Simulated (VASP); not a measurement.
# BP (zincblende type) (F-43m) in VASP: single point with r2SCAN

Aim: the single point of BP (zincblende type) with r2SCAN.

Program: VASP 6.6.1. These are calculated values, not measurements. Logs are shortened: lines on timing, memory, paths and dates and some standing lists are left out, and cuts for length are marked.

### Step 1. The cell of the first run

The structure is cubic, space group F-43m (No. 216). Conventional cell: a = 3.717 Å, b = 3.717 Å, c = 3.717 Å, α = 90.00°, β = 90.00°, γ = 90.00°. Within 2.1 Å of B (site symmetry -43m) lie 4 P at 1.61 Å. Within 2.1 Å of P (site symmetry -43m) lie 4 B at 1.61 Å.

### Step 2. Single point, r2SCAN (volume scaled by 0.55)

Input file POSCAR:

```
BP
1.0
    0.0000000000      1.8583756686      1.8583756686
    1.8583756686      0.0000000000      1.8583756686
    1.8583756686      1.8583756686      0.0000000000
B P
1 1
Direct
    0.0000000000      0.0000000000      0.0000000000
    0.2500000000      0.2500000000      0.2500000000
```

Input file INCAR.step1:

```
PREC = Accurate
ENCUT = 520
ISMEAR = -1
SIGMA = 0.08
LREAL = False
LASPH = True
NELM = 100
NBANDS = 11
GGA = PE
ALGO = Normal
EDIFF = 1E-4
LWAVE = True
LCHARG = False
```

Input file INCAR.step2:

```
PREC = Accurate
ENCUT = 520
EDIFF = 1E-7
ISMEAR = -1
SIGMA = 0.08
LREAL = False
LASPH = True
NELM = 100
ALGO = Normal
ISIF = 2
LWAVE = False
LCHARG = False
METAGGA = R2SCAN
LMIXTAU = True
NBANDS = 11
ISTART = 1
```

Input file KPOINTS:

```
regular mesh
0
Gamma
  16 16 16
```

Potentials or basis: VASP PAW PBE potentials, release 64 (B, P).

Run with:

```console
> cat potpaw_PBE.64/B/POTCAR potpaw_PBE.64/P/POTCAR > POTCAR
> cp INCAR.step1 INCAR
> mpirun -np 1 vasp_std > vasp.out
> cp INCAR.step2 INCAR
> mpirun -np 1 vasp_std > vasp.out
```

OUTCAR:

```text
PREC = Accurate
   ENCUT = 520
   EDIFF = 1E-7
   ISMEAR = -1
   LREAL = False
   LASPH = True
   NELM = 100
   ISIF = 2
   METAGGA = R2SCAN
   ISTART = 1

 ion  position               nearest neighbor table
   1  0.000  0.000  0.000-   2 1.61   2 1.61   2 1.61   2 1.61
   2  0.250  0.250  0.250-   1 1.61   1 1.61   1 1.61   1 1.61

  LATTYP: Found a face centered cubic cell.
 ALAT       =     3.7167513372

  Lattice vectors:

 A1 = (   0.0000000000,   1.8583756686,   1.8583756686)
 A2 = (   1.8583756686,   0.0000000000,   1.8583756686)
 A3 = (   1.8583756686,   1.8583756686,   0.0000000000)

Analysis of symmetry for initial positions (statically):
=====================================================================
 Subroutine PRICEL returns:
 Original cell was already a primitive cell.

 Routine SETGRP: Setting up the symmetry group for a
 face centered cubic supercell.

 Subroutine GETGRP returns: Found 24 space group operations
 (whereof 24 operations were pure point group operations)
 out of a pool of 48 trial point group operations.

The static configuration has the point symmetry T_d .

Analysis of symmetry for dynamics (positions and initial velocities):
=====================================================================
 Subroutine PRICEL returns:
 Original cell was already a primitive cell.

 Routine SETGRP: Setting up the symmetry group for a
 face centered cubic supercell.

 Subroutine GETGRP returns: Found 24 space group operations
 (whereof 24 operations were pure point group operations)
 out of a pool of 48 trial point group operations.

The dynamic configuration has the point symmetry T_d .

 Subroutine INISYM returns: Found 24 space group operations
 (whereof 24 operations are pure point group operations),
 and found     1 'primitive' translations

----------------------------------------------------------------------------------------

                                     Primitive cell

  volume of cell :      12.8360

  direct lattice vectors                    reciprocal lattice vectors
     0.000000000  1.858375669  1.858375669    -0.269052167  0.269052167  0.269052167
     1.858375669  0.000000000  1.858375669     0.269052167 -0.269052167  0.269052167
     1.858375669  1.858375669  0.000000000     0.269052167  0.269052167 -0.269052167

  length of vectors
     2.628140075  2.628140075  2.628140075     0.466012022  0.466012022  0.466012022

[... 79 lines left out ...]
   NELM   =    100;   NELMIN=  2; NELMDL=  0     # of ELM steps
   EDIFF  = 0.1E-06   stopping-criterion for ELM
   LREAL  =      F    real-space projection
   EDIFFG = 0.1E-05   stopping-criterion for IOM
   NSW    =      0    number of steps for IOM
   IBRION =     -1    ionic relax: 0-MD 1-quasi-New 2-CG
   NFREE  =      0    steps in history (QN), initial steepest desc. (CG)
   ISIF   =      2    stress and relaxation
   ISYM   =      2    0-nonsym 1-usesym 2-fastsym
   POTIM  = 0.5000    time-step for ionic-motion
   TEBEG  =    0.0;   TEEND  =   0.0 temperature during run
   PSTRESS=    0.0 pullay stress
   NELECT =       8.0000    total number of electrons
   NUPDOWN=      -1.0000    fix difference up-down
   EMIN   =  10.00;   EMAX   =-10.00  energy-range for DOS
   EFERMI =   0.00;   METHOD = LEGACY
   ISMEAR =    -1;   SIGMA  =   0.08  broadening in eV -4-tet -1-fermi 0-gaus
   EFERMI_NEDOS =   21; number of points for ismear=-14 and -15
   IALGO  =     38    algorithm
   IMIX   =      4    mixing-type and parameters
     AMIX     =   0.40;   BMIX     =  1.00
     AMIX_MAG =   1.60;   BMIX_MAG =  1.00
  volume/ion in A,a.u.               =       6.42        43.31
  Fermi-wavevector in a.u.,A,eV,Ry     =   1.398389  2.642572 26.606079  1.955492
  Thomas-Fermi vector in A             =   2.521552
   LORBIT       =      0    0 simple, 1 ext, 2 COOP (PROOUT), +10 PAW based schemes
   METAGGA = R2SCAN    functional components
   LHFCALC =     F    Hartree Fock is set to
   AEXX    =    0.0000 exact exchange contribution
   IVDW    =     0    specifies the selected vdW correction
   LEPSILON=     F    determine dielectric tensor
   LRPA    =     F    only Hartree local field effects (RPA)
 non-spin polarized calculation
  energy-cutoff  :      520.00
  volume of cell :       12.84
 maximum number of plane-waves:       360
   NGX =  9   NGY =  9   NGZ =  9

 number of electron       8.0000001 magnetization

 Free energy of the ion-electron system (eV)
  ---------------------------------------------------
  ext. energy  EPLUGINS =         0.00000000
  ---------------------------------------------------
  free energy    TOTEN  =       -11.24126859 eV

  energy without entropy =      -11.24084164  energy(sigma->0) =      -11.24105512

 E-fermi :  16.0458     XC(G=0): -14.4394

 val. band max:       15.8508405435   @ k =   0.0000   0.0000   0.0000
 cond. band min:      16.1128349424   @ k =   0.5000   0.5000   0.0000
 fundamental gap:      0.2619943989
 Fermi energy:        16.0458116542

 k-point     1 :       0.0000    0.0000    0.0000
  band No.  band energies     occupation
      1      -6.6729      2.00000
      2      15.8508      1.83923
      3      15.8508      1.83923
      4      15.8508      1.83923
      5      21.9002      0.00000
      6      21.9002      0.00000
      7      21.9002      0.00000
      8      31.0464      0.00000
      9      31.0464      0.00000
     10      33.0902      0.00000
     11      36.5265      0.00000
[... 309 lines left out ...]
 k-point    24 :      -0.0625    0.0625    0.0000
  band No.  band energies     occupation
      1      -6.3693      2.00000
      2      14.4182      2.00000
      3      14.6851      2.00000
      4      15.8344      1.86718
      5      22.1139      0.00000
      6      22.5653      0.00000
      7      23.1926      0.00000
      8      29.1791      0.00000
      9      30.1535      0.00000
     10      33.1865      0.00000
     11      36.5292      0.00000

 [... further k-points ...]
[... 5 lines left out ...]
  --------------------------------------------------------------------------------------
  -------------------------------------------------------------------------------------
  Total       23.5258464     23.5258464     23.5258464     -0.0000000      0.0000000     -0.0000000
  in kB     2936.4682691   2936.4682691   2936.4682691     -0.0000000      0.0000000     -0.0000000
  external PRESSURE =    2936.4682691 kB  Pullay stress =       0.0000000 kB

 VOLUME and BASIS-vectors are now :
 -----------------------------------------------------------------------------
  energy-cutoff  :      520.00
  volume of cell :       12.84
      direct lattice vectors                 reciprocal lattice vectors
     0.000000000  1.858375669  1.858375669    -0.269052167  0.269052167  0.269052167
     1.858375669  0.000000000  1.858375669     0.269052167 -0.269052167  0.269052167
     1.858375669  1.858375669  0.000000000     0.269052167  0.269052167 -0.269052167

 POSITION                                       TOTAL-FORCE (eV/Angst)
 -----------------------------------------------------------------------------------
      0.00000      0.00000      0.00000         0.000000      0.000000     -0.000000
      0.92919      0.92919      0.92919        -0.000000     -0.000000      0.000000
 -----------------------------------------------------------------------------------
    total drift:                               -0.000000     -0.000000     -0.000000

  FREE ENERGIE OF THE ION-ELECTRON SYSTEM (eV)
  ---------------------------------------------------
  free  energy   TOTEN  =       -11.2412685933 eV

  energy  without entropy=      -11.2408416440  energy(sigma->0) =      -11.24105512
```

OUTCAR.step1:

```text
PREC = Accurate
   ENCUT = 520
   ISMEAR = -1
   LREAL = False
   LASPH = True
[... 556 lines left out ...]
      0.00000      0.00000      0.00000         0.000000     -0.000000     -0.000000
      0.92919      0.92919      0.92919        -0.000000      0.000000      0.000000
 -----------------------------------------------------------------------------------
    total drift:                               -0.000000     -0.000000     -0.000000

  FREE ENERGIE OF THE ION-ELECTRON SYSTEM (eV)
  ---------------------------------------------------
  free  energy   TOTEN  =        -6.8301378885 eV

  energy  without entropy=       -6.8291910030  energy(sigma->0) =       -6.82966445
```

Wall time 78 s (1 thread of AMD EPYC 7R13 (Zen 3), shared host); peak memory 0.1 GiB.

What came out:

```yaml
Free_energy: -11.2413 eV
Pressure: 293.6 GPa
Band_gap_on_the_k_mesh: 0.26 eV, indirect (least direct gap 5.79 eV)
```

Caveat: the PAW data sets were made with another functional, which shifts forces and pressure a little. A k mesh can miss the band edges.
